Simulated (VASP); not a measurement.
Ru, 2 atoms in the cell. The structure is cubic, space group Fd-3m (No. 227). The conventional cell has a = 5.455 Å, b = 5.455 Å, c = 5.455 Å, α = 90.00°, β = 90.00°, γ = 90.00°. Ru (site symmetry -43m) has 4 Ru at 2.36 Å within 3.1 Å. This isn't the form of Ru at room conditions, which is hcp.

| Item | Value |
| --- | --- |
| Program | VASP 6.6.1 |
| Task | single point |
| Functional | PBE |
| Potentials or basis | VASP PAW PBE potentials, release 64 (Ru_pv) |
| Cutoff | 520 eV |
| k mesh | 13 × 13 × 13 |
| Occupations | fermi-dirac, width 0.05 eV |
| Spin | no spin polarisation |
| Dipole correction | no |
| Further INCAR settings | ALGO = Normal; EDIFF = 1e-06; NBANDS = 21 |

Potentials or basis: VASP PAW PBE potentials, release 64 (Ru_pv).

Launch:

```sh
$ cat potpaw_PBE.64/Ru_pv/POTCAR > POTCAR
$ mpirun -np 1 vasp_std > vasp.out
```

Hardware: 1 thread of Intel(R) Xeon(R) Platinum 8488C (Sapphire Rapids), with other jobs on the host.

How long does it take, and how much memory?

Wall time 55 s on 1 thread of Intel(R) Xeon(R) Platinum 8488C (Sapphire Rapids), on a shared host, peak memory 0.2 GiB. Counts: scf iterations 11, k points 84.
